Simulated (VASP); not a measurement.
# SnGeTe3 (P6/mmm) in VASP: relaxation of cell and atoms with PBE

Aim: the relaxation of cell and atoms of SnGeTe3 with PBE.

All numbers are computed with VASP 6.6.1; they aren't measurements. Logs are shortened: lines on timing, memory, paths and dates and some standing lists are left out, and cuts for length are marked.

## (1) The cell of the first run

The structure is hexagonal, space group P6/mmm (No. 191). The conventional cell has a = 6.485 Å, b = 6.485 Å, c = 5.526 Å, α = 90.00°, β = 90.00°, γ = 120.00°. Sn (site symmetry 6/mmm) has 2 Ge at 2.76 Å and 6 Te at 3.24 Å within 3.6 Å. Within 3.6 Å of Ge (site symmetry 6/mmm) lie 2 Sn at 2.76 Å. Within 4.3 Å of Te (site symmetry mmm) lie 4 Te at 3.24 Å and 2 Sn at 3.24 Å and 4 Ge at 4.26 Å.

The cell was generated, and may not be a known phase.

## (2) Relaxation of cell and atoms, PBE

Contents of INCAR:

```
SYSTEM = SnGeTe3
PREC = Accurate ; ENCUT = 600
EDIFF = 1E-6 ; ISMEAR = 0
SIGMA = 0.1 ; LREAL = .FALSE.
LASPH = .TRUE. ; NELM = 80
ALGO = Normal ; ISIF = 3
LWAVE = .FALSE. ; LCHARG = .FALSE.
GGA = PE ; IBRION = 2
NSW = 100 ; EDIFFG = -0.01
```

Contents of KPOINTS:

```
regular mesh
0
G
  6 6 8
  0 0 0
```

Contents of POSCAR:

```
SnGeTe3
1.0
    6.4853678589      0.0000000000      0.0000000000
   -3.2426839294      5.6164933187      0.0000000000
    0.0000000000      0.0000000000      5.5259064326
Sn Ge Te
1 1 3
Direct
    0.0000000000      0.0000000000      0.0000000000
    0.0000000000      0.0000000000      0.5000000000
    0.5000000000      0.0000000000      0.0000000000
    0.0000000000      0.5000000000      0.0000000000
    0.5000000000      0.5000000000      0.0000000000
```

Potentials or basis: VASP PAW PBE potentials, release 64 (Sn_d, Ge_d, Te).

Launch:

```
> cat potpaw_PBE.64/Sn_d/POTCAR potpaw_PBE.64/Ge_d/POTCAR potpaw_PBE.64/Te/POTCAR > POTCAR
> mpirun -np 1 vasp_std > vasp.out
```

OUTCAR:

```text
SYSTEM = SnGeTe3
   PREC = Accurate
   ENCUT = 600
   EDIFF = 1E-6
   ISMEAR = 0
   LREAL = .FALSE.
   LASPH = .TRUE.
   NELM = 80
   ISIF = 3
   GGA = PE
   IBRION = 2
   NSW = 100
   EDIFFG = -0.01

 ion  position               nearest neighbor table
   1  0.000  0.000  0.000-   2 2.76   2 2.76   4 3.24   4 3.24   3 3.24   3 3.24   5 3.24   5 3.24

   2  0.000  0.000  0.500-   1 2.76   1 2.76
   3  0.500  0.000  0.000-   5 3.24   5 3.24   1 3.24   1 3.24   4 3.24   4 3.24
   4  0.000  0.500  0.000-   1 3.24   1 3.24   5 3.24   5 3.24   3 3.24   3 3.24
   5  0.500  0.500  0.000-   3 3.24   3 3.24   4 3.24   4 3.24   1 3.24   1 3.24

  LATTYP: Found a hexagonal cell.
 ALAT       =     6.4853678589
 C/A-ratio  =     0.8520575167

  Lattice vectors:

 A1 = (   6.4853678589,   0.0000000000,   0.0000000000)
 A2 = (  -3.2426839294,   5.6164933187,   0.0000000000)
 A3 = (   0.0000000000,   0.0000000000,   5.5259064326)

Analysis of symmetry for initial positions (statically):
=====================================================================
 Subroutine PRICEL returns:
 Original cell was already a primitive cell.

 Routine SETGRP: Setting up the symmetry group for a
 hexagonal supercell.

 Subroutine GETGRP returns: Found 24 space group operations
 (whereof 24 operations were pure point group operations)
 out of a pool of 24 trial point group operations.

The static configuration has the point symmetry D_6h.

Analysis of symmetry for dynamics (positions and initial velocities):
=====================================================================
 Subroutine PRICEL returns:
 Original cell was already a primitive cell.

 Routine SETGRP: Setting up the symmetry group for a
 hexagonal supercell.

 Subroutine GETGRP returns: Found 24 space group operations
 (whereof 24 operations were pure point group operations)
 out of a pool of 24 trial point group operations.

The dynamic configuration has the point symmetry D_6h.

 Subroutine INISYM returns: Found 24 space group operations
 (whereof 24 operations are pure point group operations),
 and found     1 'primitive' translations

----------------------------------------------------------------------------------------

                                     Primitive cell

  volume of cell :     201.2813

  direct lattice vectors                    reciprocal lattice vectors
     6.485367859  0.000000000  0.000000000     0.154193258  0.089023519  0.000000000
    -3.242683929  5.616493319  0.000000000     0.000000000  0.178047038  0.000000000
     0.000000000  0.000000000  5.525906433     0.000000000  0.000000000  0.180965786

  length of vectors
     6.485367859  6.485367859  5.525906433     0.178047038  0.178047038  0.180965786

  position of ions in fractional coordinates (direct lattice)
     0.000000000  0.000000000  0.000000000
     0.000000000  0.000000000  0.500000000
     0.500000000  0.000000000  0.000000000
     0.000000000  0.500000000  0.000000000
     0.500000000  0.500000000  0.000000000

  ion indices of the primitive-cell ions
   primitive index   ion index
                 1           1
                 2           2
                 3           3
                 4           4
                 5           5

----------------------------------------------------------------------------------------

 KPOINTS: regular mesh

Automatic generation of k-mesh.
 Grid dimensions read from file:
 generate k-points for:    6    6    8

 Generating k-lattice:

  Cartesian coordinates                     Fractional coordinates (reciprocal lattice)
     0.025698876  0.014837253  0.000000000     0.166666667  0.000000000  0.000000000
     0.000000000  0.029674506  0.000000000     0.000000000  0.166666667  0.000000000
     0.000000000  0.000000000  0.022620723     0.000000000  0.000000000  0.125000000

  Length of vectors
     0.029674506  0.029674506  0.022620723

  Shift w.r.t. Gamma in fractional coordinates (k-lattice)
     0.000000000  0.000000000  0.000000000

 Subroutine IBZKPT returns following result:
 ===========================================

 Found     35 irreducible k-points:

 Following reciprocal coordinates:
            Coordinates               Weight
  0.000000  0.000000  0.000000      1.000000
  0.166667  0.000000  0.000000      6.000000
  0.333333  0.000000  0.000000      6.000000
  0.500000 -0.000000  0.000000      3.000000
  0.166667  0.166667  0.000000      6.000000
  0.333333  0.166667  0.000000     12.000000
[... 16 lines left out ...]
  0.166667  0.000000  0.375000     12.000000
  0.333333  0.000000  0.375000     12.000000
 [... further k-points ...]
   k-points           NKPTS =     35   k-points in BZ     NKDIM =     35   number of bands    NBANDS=     27
   number of dos      NEDOS =    301   number of ions     NIONS =      5
   total plane-waves  NPLWV = 139968
   dimension x,y,z NGX =    54 NGY =   54 NGZ =   48
   dimension x,y,z NGXF=   108 NGYF=  108 NGZF=   96
   ions per type =               1   1   3
   NGX,Y,Z   is equivalent  to a cutoff of  13.84, 13.84, 14.44 a.u.
   NGXF,Y,Z  is equivalent  to a cutoff of  27.68, 27.68, 28.88 a.u.
 SYSTEM =  SnGeTe3
   PREC   = accura    normal or accurate (medium, high low for compatibility)
   ISTART =      0    job   : 0-new  1-cont  2-samecut
   ICHARG =      2    charge: 1-file 2-atom 10-const
   ISPIN  =      1    spin polarized calculation?
   LNONCOLLINEAR =      F non collinear calculations
   LSORBIT =      F    spin-orbit coupling
   LASPH  =      T    aspherical Exc in radial PAW
   ENCUT  =  600.0 eV  44.10 Ry    6.64 a.u.  12.95 12.95 11.04*2*pi/ulx,y,z
   NELM   =     80;   NELMIN=  2; NELMDL= -5     # of ELM steps
   EDIFF  = 0.1E-05   stopping-criterion for ELM
   LREAL  =      F    real-space projection
   EDIFFG = -.1E-01   stopping-criterion for IOM
   NSW    =    100    number of steps for IOM
   IBRION =      2    ionic relax: 0-MD 1-quasi-New 2-CG
   NFREE  =      1    steps in history (QN), initial steepest desc. (CG)
   ISIF   =      3    stress and relaxation
   ISYM   =      2    0-nonsym 1-usesym 2-fastsym
   POTIM  = 0.5000    time-step for ionic-motion
   TEBEG  =    0.0;   TEEND  =   0.0 temperature during run
   PSTRESS=    0.0 pullay stress
   NELECT =      46.0000    total number of electrons
   NUPDOWN=      -1.0000    fix difference up-down
   EMIN   =  10.00;   EMAX   =-10.00  energy-range for DOS
   EFERMI =   0.00;   METHOD = LEGACY
   ISMEAR =     0;   SIGMA  =   0.10  broadening in eV -4-tet -1-fermi 0-gaus
   EFERMI_NEDOS =   21; number of points for ismear=-14 and -15
   IALGO  =     38    algorithm
   IMIX   =      4    mixing-type and parameters
     AMIX     =   0.40;   BMIX     =  1.00
     AMIX_MAG =   1.60;   BMIX_MAG =  1.00
  volume/ion in A,a.u.               =      40.26       271.66
  Fermi-wavevector in a.u.,A,eV,Ry     =   1.000905  1.891437 13.630471  1.001811
  Thomas-Fermi vector in A             =   2.133292
   LORBIT       =      0    0 simple, 1 ext, 2 COOP (PROOUT), +10 PAW based schemes
   GGA     = PE    functional components
   LHFCALC =     F    Hartree Fock is set to
   AEXX    =    0.0000 exact exchange contribution
   IVDW    =     0    specifies the selected vdW correction
   LEPSILON=     F    determine dielectric tensor
   LRPA    =     F    only Hartree local field effects (RPA)
 conjugate gradient relaxation of ions
 non-spin polarized calculation
 Gauss-broadening in eV      SIGMA  =   0.10
  energy-cutoff  :      600.00
  volume of cell :      201.28
 maximum number of plane-waves:      6742
 NGX is ok and might be reduce to    54
   NGX = 25   NGY = 25   NGZ = 23

--------------------------------------- Ionic step        1  -------------------------------------------

 number of electron      46.0000008 magnetization

 Free energy of the ion-electron system (eV)
  ---------------------------------------------------
  ext. energy  EPLUGINS =         0.00000000
  ---------------------------------------------------
  free energy    TOTEN  =       -15.17149755 eV

  energy without entropy =      -15.15394737  energy(sigma->0) =      -15.16272246

------------------------ aborting loop because EDIFF is reached ----------------------------------------

  FORCE on cell =-STRESS in cart. coord.  units (eV):
  Direction    XX          YY          ZZ          XY          YZ          ZX
  --------------------------------------------------------------------------------------
  -------------------------------------------------------------------------------------
  Total       -1.1252621     -1.1252621     -0.7375437     -0.0000000     -0.0000000      0.0000000
  in kB       -8.9569650     -8.9569650     -5.8707681     -0.0000000     -0.0000000      0.0000000
  external PRESSURE =      -7.9282327 kB  Pullay stress =       0.0000000 kB
[... 141 lines left out ...]
  energy  without entropy=      -15.1694006689  energy(sigma->0) =      -15.17733279

--------------------------------------- Ionic step        5  -------------------------------------------

 number of electron      46.0000013 magnetization

 Free energy of the ion-electron system (eV)
  ---------------------------------------------------
  ext. energy  EPLUGINS =         0.00000000
  ---------------------------------------------------
  free energy    TOTEN  =       -15.18532866 eV

  energy without entropy =      -15.16948188  energy(sigma->0) =      -15.17740527

 E-fermi :   3.4999     XC(G=0):  -8.0970

 val. band max:        3.4676446495   @ k =   0.3333   0.1667   0.3750
 cond. band min:       3.5000750870   @ k =   0.3333   0.3333   0.0000
 fundamental gap:      0.0324304375
 Fermi energy:         3.4998811441

 k-point     1 :       0.0000    0.0000    0.0000
  band No.  band energies     occupation
      1     -21.9819      2.00000
      2     -21.9819      2.00000
      3     -21.8704      2.00000
      4     -21.8704      2.00000
      5     -21.8582      2.00000
      6     -18.0418      2.00000
[... 709 lines left out ...]
     26       4.3831      0.00000
     27       5.9316      0.00000

 [... further k-points ...]

------------------------ aborting loop because EDIFF is reached ----------------------------------------

  FORCE on cell =-STRESS in cart. coord.  units (eV):
  Direction    XX          YY          ZZ          XY          YZ          ZX
  --------------------------------------------------------------------------------------
  -------------------------------------------------------------------------------------
  Total       -0.0363145     -0.0363145     -0.0399141     -0.0000000     -0.0000000      0.0000000
  in kB       -0.2971205     -0.2971205     -0.3265723     -0.0000000     -0.0000000      0.0000000
  external PRESSURE =      -0.3069378 kB  Pullay stress =       0.0000000 kB
[... 20 lines left out ...]
  FREE ENERGIE OF THE ION-ELECTRON SYSTEM (eV)
  ---------------------------------------------------
  free  energy   TOTEN  =       -15.1853286570 eV

  energy  without entropy=      -15.1694818751  energy(sigma->0) =      -15.17740527

 reached required accuracy - stopping structural energy minimisation
```

It took 7.1 min on 1 thread of Intel Xeon 6975P-C (Granite Rapids), shared host; peak memory 0.56 GiB.

Results:

```
Free energy                           : -15.1853 eV
Relaxed volume                        : 39.16 Å³/atom
Relaxed cell                          : a = 6.431 Å, b = 6.431 Å, c = 5.467 Å, α = 90.00°, β = 90.00°, γ = 120.00°
Space group after relaxing (to 0.1 Å) : P6/mmm (No. 191)
Energy gained by relaxing             : 2.8 meV/atom
Ionic steps                           : 5
Pressure after relaxing               : 0.0 GPa
Band gap on the k mesh                : zero (bands 23 and 24 overlap by 0.94 eV)
```

Step by step:
```tsv
step	energy change (eV)	largest force (eV/Å)	pressure (GPa)	volume (Å³)
1	0.0000	0.0000	-0.79	201.28
2	-0.0124	0.0000	0.14	195.53
3	-0.0128	0.0000	-0.03	196.47
4	-0.0138	0.0000	-0.02	195.97
5	-0.0138	0.0000	-0.03	195.82
```

Final structure:
```
CELL_PARAMETERS angstrom
6.43126 0.00000 0.00000
-3.21563 5.56963 0.00000
0.00000 0.00000 5.46682
ATOMIC_POSITIONS crystal
Sn 0.00000 0.00000 0.00000
Ge 0.00000 0.00000 0.50000
Te 0.50000 0.00000 0.00000
Te 0.00000 0.50000 0.00000
Te 0.50000 0.50000 0.00000
```

Levels at points of the mesh, in eV from the Fermi level:
```tsv
k point	band 20	band 21	band 22	band 23	band 24	band 25	band 26	band 27
(0.00, 0.00, 0.00)	-1.44	-0.22	-0.22	0.42	0.42	1.40	2.51	2.51
(0.50, 0.00, 0.00)	-1.59	-1.41	-0.86	-0.76	-0.34	-0.33	0.54	1.83
(0.00, 0.00, 0.50)	-0.58	-0.58	-0.22	-0.22	1.42	2.27	2.27	2.39
(0.50, 0.00, 0.50)	-1.55	-1.33	-1.24	-0.77	0.64	0.82	0.93	2.62
```

Caveat: spin-orbit coupling is left out, which moves the levels of the heavy elements.

The gap in the log of VASP goes by the Fermi energy; the results here count the filled bands.